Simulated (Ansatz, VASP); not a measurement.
**Two plane-wave programs on Pb**

File INCAR:

```
PREC     = Accurate       # precision mode
ENCUT    = 520            # plane-wave cutoff, eV
EDIFF    = 1E-6           # SCF threshold, eV
ISMEAR   = -1             # smearing method
SIGMA    = 0.1            # smearing width, eV
LREAL    = F              # projectors in reciprocal space
LASPH    = T              # aspherical terms in the spheres
NELM     = 60             # most SCF steps
ALGO     = Normal         # electronic algorithm
ISIF     = 2              # what is computed and relaxed
LWAVE    = F              # write WAVECAR
LCHARG   = T              # write CHGCAR
LELF     = T              # ELF
LVHAR    = T            
NBANDS   = 21             # bands
```

Contents of KPOINTS:

```
regular mesh
0
Gamma
  12 12 8
```

The input POSCAR:

```
Pb
1.0
   -3.1384855610      3.1021718443      1.6955221559
    3.1021718443     -3.1384855610      1.6955221559
    3.2095410033      3.2095410033     -1.7620307946
Pb
2
Direct
    0.9984899846      0.0015100154      1.0000000000
    0.7515100154      0.2484899846      0.5000000000
```

Input for Ansatz:

```yaml
crystal:
  lattice:
    - [-3.138485561, 3.1021718443, 1.6955221559]
    - [3.1021718443, -3.138485561, 1.6955221559]
    - [3.2095410033, 3.2095410033, -1.7620307946]
  atoms:
    - { symbol: Pb, position: [0.9984899846, 0.0015100154, 1.0] }
    - { symbol: Pb, position: [0.7515100154, 0.2484899846, 0.5] }
hamiltonian:
  xc: lda
  pseudopotentials:
    kind: paw
    azcp:
      Pb: "pseudopotentials/Pb.paw.azcp"
basis:
  ecutwfc: 420
  fft_grid_basis: typed
kpoints:
  mp_grid: { grid: [12, 12, 8], shift: [0, 0, 0] }
magnetization:
  spin_polarized: false
scf:
  occupations: { method: fermi_dirac, width: 0.1 }
  lower_state_search: "off"
output:
  stress: true
  write_density: true
  write_potential: true
  elf: true
  volumetric_format: npy
```

Alike in both runs: task single point; functional LDA; k mesh 12 × 12 × 8; occupations fermi-dirac, width 0.1 eV; no spin polarisation.

|  | VASP | Ansatz |
| --- | --- | --- |
| version | VASP 6.6.1 | Ansatz 0.2.0 |
| potentials or method | VASP PAW LDA potentials, release 64 (Pb_d), cutoff 520 eV | plane waves (420 eV) with PAW, scalar-relativistic |
| valence electrons in the cell | 28 | 28 |

```csv
,VASP,Ansatz,Ansatz less VASP
pressure (GPa),-4.1,-4.1,-0.01
"traceless stress, the component that is largest in VASP (GPa)",-0.12,-0.12,+0.004
```

Ansatz warns that its potentials were made for another functional, while VASP's fit it. LDA's correlation is that of Perdew and Zunger in VASP and of Perdew and Wang (1992) in Ansatz.

Spin-orbit coupling is off throughout.
